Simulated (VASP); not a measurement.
# C (I4/mmm) in VASP: further runs

The runs below take C through single point, with PBEsol, PBEsol+D4.

Program: VASP 6.6.1. These are calculated values, not measurements. Logs are shortened: lines on timing, memory, paths and dates and some standing lists are left out, and cuts for length are marked.

**1. The cell of the first run**

The structure is tetragonal, space group I4/mmm (No. 139). The conventional cell has a = 2.684 Å, b = 2.684 Å, c = 2.242 Å, α = 90.00°, β = 90.00°, γ = 90.00°. Within 2.9 Å of C (site symmetry 4/mmm) lie 14 C at 2.20 to 2.68 Å.

**2. Single point, PBEsol (Si replaced by C, lengths x 0.811, strained)**

INCAR reads:

```
SYSTEM = C
PREC = Accurate
ENCUT = 520
EDIFF = 1E-7
ISMEAR = 0
SIGMA = 0.1
LREAL = .False.
LASPH = .True.
NELM = 60
ALGO = Normal
ISIF = 2
LWAVE = .False.
LCHARG = .False.
GGA = PS
NBANDS = 8
```

KPOINTS reads:

```
regular mesh
0
Gamma
  24 24 24
  0 0 0
```

POSCAR reads:

```
C
1.0
   -1.3418090812      1.3418090812      1.1210670964
    1.3418090812     -1.3418090812      1.1210670964
    1.3418090812      1.3418090812     -1.1210670964
C
1
Direct
    0.0000000000      0.0000000000      0.0000000000
```

Potentials or basis: VASP PAW PBE potentials, release 64 (C).

Command:

```
$ cat potpaw_PBE.64/C/POTCAR > POTCAR
$ mpirun -np 1 vasp_std > vasp.out
```

OUTCAR:

```text
SYSTEM = C
   PREC = Accurate
   ENCUT = 520
   EDIFF = 1E-7
   ISMEAR = 0
   LREAL = .False.
   LASPH = .True.
   NELM = 60
   ISIF = 2
   GGA = PS

 ion  position               nearest neighbor table
   1  0.000  0.000  0.000-

  LATTYP: Found a body centered tetragonal cell.
 ALAT       =     2.6836181624
 C/A-ratio  =     0.8354892750

  Lattice vectors:

 A1 = (  -1.3418090812,   1.3418090812,   1.1210670964)
 A2 = (   1.3418090812,  -1.3418090812,   1.1210670964)
 A3 = (   1.3418090812,   1.3418090812,  -1.1210670964)

Analysis of symmetry for initial positions (statically):
=====================================================================
 Subroutine PRICEL returns:
 Original cell was already a primitive cell.

 Routine SETGRP: Setting up the symmetry group for a
 body centered tetragonal supercell.

 Subroutine GETGRP returns: Found 16 space group operations
 (whereof 16 operations were pure point group operations)
 out of a pool of 16 trial point group operations.

The static configuration has the point symmetry D_4h.

Analysis of symmetry for dynamics (positions and initial velocities):
=====================================================================
 Subroutine PRICEL returns:
 Original cell was already a primitive cell.

 Routine SETGRP: Setting up the symmetry group for a
 body centered tetragonal supercell.

 Subroutine GETGRP returns: Found 16 space group operations
 (whereof 16 operations were pure point group operations)
 out of a pool of 16 trial point group operations.

The dynamic configuration has the point symmetry D_4h.

 Subroutine INISYM returns: Found 16 space group operations
 (whereof 16 operations are pure point group operations),
 and found     1 'primitive' translations

----------------------------------------------------------------------------------------

                                     Primitive cell

  volume of cell :       8.0737

  direct lattice vectors                    reciprocal lattice vectors
    -1.341809081  1.341809081  1.121067096     0.000000000  0.372631254  0.446003635
     1.341809081 -1.341809081  1.121067096     0.372631254  0.000000000  0.446003635
     1.341809081  1.341809081 -1.121067096     0.372631254  0.372631254  0.000000000

  length of vectors
     2.204017844  2.204017844  2.204017844     0.581182668  0.581182668  0.526980173

  position of ions in fractional coordinates (direct lattice)
     0.000000000  0.000000000  0.000000000

  ion indices of the primitive-cell ions
   primitive index   ion index
                 1           1

----------------------------------------------------------------------------------------

 KPOINTS: regular mesh

Automatic generation of k-mesh.
 Grid dimensions read from file:
 generate k-points for:   24   24   24

 Generating k-lattice:

  Cartesian coordinates                     Fractional coordinates (reciprocal lattice)
     0.000000000  0.015526302  0.018583485     0.041666667  0.000000000  0.000000000
     0.015526302  0.000000000  0.018583485     0.000000000  0.041666667  0.000000000
     0.015526302  0.015526302  0.000000000     0.000000000  0.000000000  0.041666667

  Length of vectors
     0.024215944  0.024215944  0.021957507

  Shift w.r.t. Gamma in fractional coordinates (k-lattice)
     0.000000000  0.000000000  0.000000000

 Subroutine IBZKPT returns following result:
 ===========================================

 Found   1063 irreducible k-points:

 Following reciprocal coordinates:
            Coordinates               Weight
  0.000000  0.000000  0.000000      1.000000
  0.041667  0.000000  0.000000      8.000000
  0.083333  0.000000 -0.000000      8.000000
  0.125000 -0.000000  0.000000      8.000000
  0.166667 -0.000000  0.000000      8.000000
  0.208333 -0.000000  0.000000      8.000000
[... 16 lines left out ...]
  0.416667  0.041667  0.000000     16.000000
  0.458333  0.041667  0.000000     16.000000
 [... further k-points ...]
   k-points           NKPTS =   1063   k-points in BZ     NKDIM =   1063   number of bands    NBANDS=      8
   number of dos      NEDOS =    301   number of ions     NIONS =      1
   total plane-waves  NPLWV =   4096
   dimension x,y,z NGX =    16 NGY =   16 NGZ =   16
   dimension x,y,z NGXF=    32 NGYF=   32 NGZF=   32
   ions per type =               1
   NGX,Y,Z   is equivalent  to a cutoff of  12.07, 12.07, 12.07 a.u.
   NGXF,Y,Z  is equivalent  to a cutoff of  24.14, 24.14, 24.14 a.u.
 SYSTEM =  C
   PREC   = accura    normal or accurate (medium, high low for compatibility)
   ISTART =      0    job   : 0-new  1-cont  2-samecut
   ICHARG =      2    charge: 1-file 2-atom 10-const
   ISPIN  =      1    spin polarized calculation?
   LNONCOLLINEAR =      F non collinear calculations
   LSORBIT =      F    spin-orbit coupling
   LASPH  =      T    aspherical Exc in radial PAW
   ENCUT  =  520.0 eV  38.22 Ry    6.18 a.u.   4.10  4.10  4.10*2*pi/ulx,y,z
   NELM   =     60;   NELMIN=  2; NELMDL= -5     # of ELM steps
   EDIFF  = 0.1E-06   stopping-criterion for ELM
   LREAL  =      F    real-space projection
   EDIFFG = 0.1E-05   stopping-criterion for IOM
   NSW    =      0    number of steps for IOM
   IBRION =     -1    ionic relax: 0-MD 1-quasi-New 2-CG
   NFREE  =      0    steps in history (QN), initial steepest desc. (CG)
   ISIF   =      2    stress and relaxation
   ISYM   =      2    0-nonsym 1-usesym 2-fastsym
   POTIM  = 0.5000    time-step for ionic-motion
   TEBEG  =    0.0;   TEEND  =   0.0 temperature during run
   PSTRESS=    0.0 pullay stress
   NELECT =       4.0000    total number of electrons
   NUPDOWN=      -1.0000    fix difference up-down
   EMIN   =  10.00;   EMAX   =-10.00  energy-range for DOS
   EFERMI =   0.00;   METHOD = LEGACY
   ISMEAR =     0;   SIGMA  =   0.10  broadening in eV -4-tet -1-fermi 0-gaus
   EFERMI_NEDOS =   21; number of points for ismear=-14 and -15
   IALGO  =     38    algorithm
   IMIX   =      4    mixing-type and parameters
     AMIX     =   0.40;   BMIX     =  1.00
     AMIX_MAG =   1.60;   BMIX_MAG =  1.00
  volume/ion in A,a.u.               =       8.07        54.48
  Fermi-wavevector in a.u.,A,eV,Ry     =   1.295400  2.447951 22.831400  1.678061
  Thomas-Fermi vector in A             =   2.426922
   LORBIT       =      0    0 simple, 1 ext, 2 COOP (PROOUT), +10 PAW based schemes
   GGA     = PS    functional components
   LHFCALC =     F    Hartree Fock is set to
   AEXX    =    0.0000 exact exchange contribution
   IVDW    =     0    specifies the selected vdW correction
   LEPSILON=     F    determine dielectric tensor
   LRPA    =     F    only Hartree local field effects (RPA)
 non-spin polarized calculation
 Gauss-broadening in eV      SIGMA  =   0.10
  energy-cutoff  :      520.00
  volume of cell :        8.07
 maximum number of plane-waves:       228
   NGX =  9   NGY =  9   NGZ =  9

 number of electron       4.0000000 magnetization

 Free energy of the ion-electron system (eV)
  ---------------------------------------------------
  ext. energy  EPLUGINS =         0.00000000
  ---------------------------------------------------
  free energy    TOTEN  =        -5.26122633 eV

  energy without entropy =       -5.25909116  energy(sigma->0) =       -5.26015875

 E-fermi :   6.1475     XC(G=0): -12.3227

 val. band max:        6.1449447720   @ k =  -0.3333   0.5000   0.2083
 cond. band min:       6.1535270270   @ k =  -0.1667   0.3750   0.1667
 fundamental gap:      0.0085822550
 Fermi energy:         6.1474540886

 k-point     1 :       0.0000    0.0000    0.0000
  band No.  band energies     occupation
      1     -11.2458      2.00000
      2      13.0775      0.00000
      3      13.0775      0.00000
      4      14.3815      0.00000
      5      31.8769      0.00000
      6      32.6098      0.00000
      7      39.5344      0.00000
      8      39.8288      0.00000

 k-point     2 :       0.0417    0.0000    0.0000
  band No.  band energies     occupation
      1     -11.1720      2.00000
      2      12.9883      0.00000
      3      13.0107      0.00000
      4      14.2648      0.00000
      5      31.9373      0.00000
      6      32.5925      0.00000
      7      38.3172      0.00000
      8      38.7453      0.00000

 k-point     3 :       0.0833    0.0000   -0.0000
  band No.  band energies     occupation
      1     -10.9509      2.00000
      2      12.7351      0.00000
      3      12.7938      0.00000
      4      13.9382      0.00000
      5      31.9766      0.00000
      6      32.4101      0.00000
      7      36.4350      0.00000
      8      37.6098      0.00000

 k-point     4 :       0.1250   -0.0000    0.0000
  band No.  band energies     occupation
      1     -10.5827      2.00000
      2      12.3553      0.00000
      3      12.3570      0.00000
      4      13.4856      0.00000
      5      31.6413      0.00000
      6      31.6414      0.00000
      7      35.2589      0.00000
      8      37.3352      0.00000

 k-point     5 :       0.1667   -0.0000    0.0000
  band No.  band energies     occupation
      1     -10.0685      2.00000
      2      11.5846      0.00000
      3      11.8964      0.00000
      4      13.0482      0.00000
      5      30.2204      0.00000
      6      30.8199      0.00000
      7      34.9623      0.00000
      8      38.0477      0.00000
[... 177 lines left out ...]
 k-point    22 :       0.3750    0.0417    0.0000
  band No.  band energies     occupation
      1      -4.5583      2.00000
      2       3.0576      2.00000
      3       9.5777      0.00000
      4      11.4273      0.00000
      5      24.4273      0.00000
      6      26.1400      0.00000
      7      35.1027      0.00000
      8      41.0647      0.00000

 k-point    23 :       0.4167    0.0417    0.0000
  band No.  band energies     occupation
      1      -3.1560      2.00000
      2       1.3401      2.00000
      3       9.3561      0.00000
      4      11.3018      0.00000
      5      24.0866      0.00000
      6      25.8353      0.00000
      7      35.2849      0.00000
      8      41.7833      0.00000

 k-point    24 :       0.4583    0.0417    0.0000
  band No.  band energies     occupation
      1      -1.6595      2.00000
      2      -0.3092      2.00000
      3       9.2263      0.00000
      4      11.2390      0.00000
      5      23.9304      0.00000
      6      25.7116      0.00000
      7      35.4644      0.00000
      8      42.4550      0.00000

 [... further k-points ...]
[... 5 lines left out ...]
  --------------------------------------------------------------------------------------
  -------------------------------------------------------------------------------------
  Total       -1.2987909     -1.2987909     -1.5505221      0.0000000     -0.0000000      0.0000000
  in kB     -257.7370075   -257.7370075   -307.6915027      0.0000000     -0.0000000      0.0000000
  external PRESSURE =    -274.3885059 kB  Pullay stress =       0.0000000 kB

 VOLUME and BASIS-vectors are now :
 -----------------------------------------------------------------------------
  energy-cutoff  :      520.00
  volume of cell :        8.07
      direct lattice vectors                 reciprocal lattice vectors
    -1.341809081  1.341809081  1.121067096     0.000000000  0.372631254  0.446003635
     1.341809081 -1.341809081  1.121067096     0.372631254  0.000000000  0.446003635
     1.341809081  1.341809081 -1.121067096     0.372631254  0.372631254  0.000000000

 POSITION                                       TOTAL-FORCE (eV/Angst)
 -----------------------------------------------------------------------------------
      0.00000      0.00000      0.00000        -0.000000      0.000000      0.000000
 -----------------------------------------------------------------------------------
    total drift:                                0.000000      0.000000     -0.000000

  FREE ENERGIE OF THE ION-ELECTRON SYSTEM (eV)
  ---------------------------------------------------
  free  energy   TOTEN  =        -5.2612263323 eV

  energy  without entropy=       -5.2590911619  energy(sigma->0) =       -5.26015875
```

Run time: 29 s. Hardware: 1 thread of AMD EPYC 7R13 (Zen 3), shared host; peak memory 0.13 GiB.

Results:

| Item | Value |
| --- | --- |
| Free energy | -5.2612 eV |
| Pressure | -27.4 GPa |
| Band gap on the k mesh | zero (band 2 reaches 13.08 eV, above the bottom of band 3 at 2.49 eV) |

Stress tensor (GPa, compression positive):
```
-25.77   0.00   0.00
  0.00 -25.77   0.00
  0.00   0.00 -30.77
```

Caveat: the cell differs from its parent crystal (Si replaced by C, lengths x 0.811, strained); the PAW data sets were made with another functional, which shifts forces and pressure a little.

**3. Single point, PBEsol+D4**

INCAR reads:

```
PREC = Accurate
ENCUT = 520
EDIFF = 1E-7
ISMEAR = 0
SIGMA = 0.1
LREAL = F
LASPH = T
NELM = 80
ALGO = Normal
ISIF = 2
LWAVE = F
LCHARG = F
GGA = PS
IVDW = 13
NBANDS = 8
```

KPOINTS reads:

```
Automatic mesh
0
Gamma
  24 24 24
```

POSCAR is that of step 2.

Potentials or basis: VASP PAW PBE potentials, release 64 (C).

Command:

```
$ cat potpaw_PBE.64/C/POTCAR > POTCAR
$ mpirun -np 1 vasp_std > vasp.out
```

OUTCAR:

```text
PREC = Accurate
   ENCUT = 520
   EDIFF = 1E-7
   ISMEAR = 0
   LREAL = F
   LASPH = T
   NELM = 80
   ISIF = 2
   GGA = PS
   IVDW = 13

 ion  position               nearest neighbor table
   1  0.000  0.000  0.000-

  LATTYP: Found a body centered tetragonal cell.
 ALAT       =     2.6836181624
 C/A-ratio  =     0.8354892750

  Lattice vectors:

 A1 = (  -1.3418090812,   1.3418090812,   1.1210670964)
 A2 = (   1.3418090812,  -1.3418090812,   1.1210670964)
 A3 = (   1.3418090812,   1.3418090812,  -1.1210670964)
[... 443 lines left out ...]

 [... further k-points ...]

------------------------ aborting loop because EDIFF is reached ----------------------------------------

  DFT-D4 for vdW energy calculation

  Edisp (eV):   -0.14025

  FORCE on cell =-STRESS in cart. coord.  units (eV):
  Direction    XX          YY          ZZ          XY          YZ          ZX
  --------------------------------------------------------------------------------------
  -------------------------------------------------------------------------------------
  Total      -1.25177    -1.25177    -1.46089     0.00000    -0.00000     0.00000
  in kB    -248.40673  -248.40673  -289.90379     0.00000    -0.00000     0.00000
  external pressure =     -262.24 kB  Pullay stress =        0.00 kB

 VOLUME and BASIS-vectors are now :
 -----------------------------------------------------------------------------
  energy-cutoff  :      520.00
  volume of cell :        8.07
      direct lattice vectors                 reciprocal lattice vectors
    -1.341809081  1.341809081  1.121067096     0.000000000  0.372631254  0.446003635
     1.341809081 -1.341809081  1.121067096     0.372631254  0.000000000  0.446003635
     1.341809081  1.341809081 -1.121067096     0.372631254  0.372631254  0.000000000

 POSITION                                       TOTAL-FORCE (eV/Angst)
 -----------------------------------------------------------------------------------
      0.00000      0.00000      0.00000         0.000000      0.000000      0.000000
 -----------------------------------------------------------------------------------
    total drift:                                0.000000      0.000000     -0.000000

  FREE ENERGIE OF THE ION-ELECTRON SYSTEM (eV)
  ---------------------------------------------------
  free  energy   TOTEN  =        -5.4014760723 eV

  energy  without entropy=       -5.3993409019  energy(sigma->0) =       -5.40040849
```

OSZICAR:

```text
N       E                     dE             d eps       ncg     rms          rms(c)
DAV:   1    -0.354217361950E+01   -0.35422E+01   -0.22712E+03 18608   0.473E+02
DAV:   2    -0.526273007631E+01   -0.17206E+01   -0.16101E+01 22416   0.282E+01
DAV:   3    -0.527027618621E+01   -0.75461E-02   -0.75393E-02 19280   0.201E+00
DAV:   4    -0.527027863725E+01   -0.24510E-05   -0.24506E-05 24976   0.364E-02
DAV:   5    -0.527027863745E+01   -0.19574E-09   -0.34908E-09 19696   0.242E-04    0.975E-01
DAV:   6    -0.526332199342E+01    0.69566E-02   -0.64353E-03 17888   0.439E-01    0.524E-01
DAV:   7    -0.526119351948E+01    0.21285E-02   -0.75201E-03 18512   0.484E-01    0.534E-02
DAV:   8    -0.526122636009E+01   -0.32841E-04   -0.64176E-05 19008   0.684E-02    0.639E-03
DAV:   9    -0.526122633228E+01    0.27807E-07   -0.15546E-07 22072   0.363E-03
   1 F= -.54014761E+01 E0= -.54004085E+01  d E =-.213517E-02
```

It took 34 s on 1 thread of AMD EPYC 7R13 (Zen 3), shared host; peak memory 0.13 GiB.

What came out:

```
Free energy                : -5.4015 eV
Pressure                   : -26.2 GPa
Band gap on the k mesh     : zero (band 2 reaches 13.08 eV, above the bottom of band 3 at 2.49 eV)
Dispersion energy per atom : -0.140 eV
```

Caveat: the PAW data sets were made with another functional, which shifts forces and pressure a little; pairwise dispersion overbinds metals, which lowers pressure and volume.
